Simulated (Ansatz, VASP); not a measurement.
## One calculation of AlP, two programs

```
Al P
1.0
     0.00000    2.45518    2.45518
     2.45518    0.00000    2.45518
     2.45518    2.45518    0.00000
Al P
1 1
Direct
  0.00000 0.00000 0.00000
  0.25000 0.25000 0.25000
```

Change from the starting cell: volume scaled by 0.72, PAW files.

Alike in both runs: task single point; functional r2SCAN; k mesh 12 × 12 × 12; occupations fermi-dirac, width 0.08 eV; no spin polarisation.

```csv
,VASP,Ansatz
version,VASP 6.6.1,Ansatz 0.2.0
potentials or method,"VASP PAW PBE potentials, release 64 (Al, P)","PAW with Ansatz's default frozen-core files, scalar-relativistic"
plane-wave cutoff (eV),550,500
valence electrons in the cell,8,8
```

```csv
,VASP,Ansatz,Ansatz less VASP
pressure (GPa),56.2,56.7,+0.48
```

VASP's potentials were made for PBE, not for r2SCAN. Both programs put the cell under a high pressure, so it lies far from rest at this level. The functional is the same, so the differences come from potentials, cutoffs and numerics.
